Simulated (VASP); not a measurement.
BeTe: single point with HSE06

The system is BeTe.

```xyz
2
Lattice="0.0000 2.7155 2.9110 2.7155 0.0000 2.9110 2.7155 2.7155 0.0000" Properties=species:S:1:pos:R:3 pbc="T T T"
Be    0.0000    0.0000    0.0000
Te    1.3577    1.3577    1.4555
```

This cell differs from its parent crystal: epitaxial xy strain -4.0%.

```yaml
Program: VASP 6.6.1
Task: single point
Functional: HSE06
Potentials_or_basis: VASP PAW PBE potentials, release 64 (Be, Te)
Cutoff: 520 eV
k_mesh: 6 × 6 × 6
Occupations: gaussian, width 0.01 eV
Spin: no spin polarisation
Dipole_correction: no
Grid_for_exact_exchange_PRECFOCK: Normal
Further_INCAR_settings: ALGO = Normal; EDIFF = 1e-06; NBANDS = 11
Share_of_exact_exchange: 0.25
Screening_parameter: 0.2079 1/Å
```

| Property | Result |
| --- | --- |
| Pressure | 2.4 GPa |
| Band gap on the k mesh | 2.22 eV (least direct gap 4.27 eV) |

Stress tensor (GPa, compression positive):
```
 4.17  0.00  0.00
 0.00  4.17  0.00
 0.00  0.00 -1.09
```

Levels at points of the mesh, in eV from the valence-band top:
| k point | band 1 | band 2 | band 3 | band 4 | band 5 | band 6 | band 7 | band 8 | band 9 |
| --- | --- | --- | --- | --- | --- | --- | --- | --- | --- |
| (0.00, 0.00, 0.00) | -13.89 | -0.46 | 0.00 | 0.00 | 4.27 | 4.27 | 4.41 | 4.70 | 9.30 |
| (0.50, 0.00, 0.00) | -12.25 | -6.53 | -1.79 | -1.09 | 3.58 | 5.27 | 5.57 | 8.73 | 11.93 |
| (0.50, 0.50, 0.00) | -11.88 | -6.31 | -2.82 | -2.82 | 2.74 | 3.57 | 11.12 | 11.12 | 12.59 |
| (0.50, 0.00, 0.50) | -11.54 | -5.90 | -3.43 | -3.27 | 2.22 | 2.98 | 10.77 | 11.13 | 12.77 |

It took 17 min on 1 thread of Intel(R) Xeon(R) Platinum 8375C CPU @ 2.90GHz (Ice Lake) (shared host), peak memory 0.3 GiB.

Caveat: the cell differs from its parent crystal (epitaxial xy strain -4.0%); the PAW data sets were made with another functional, which shifts forces and pressure a little; spin-orbit coupling is left out, which moves the levels of the heavy elements. A k mesh can miss the band edges.
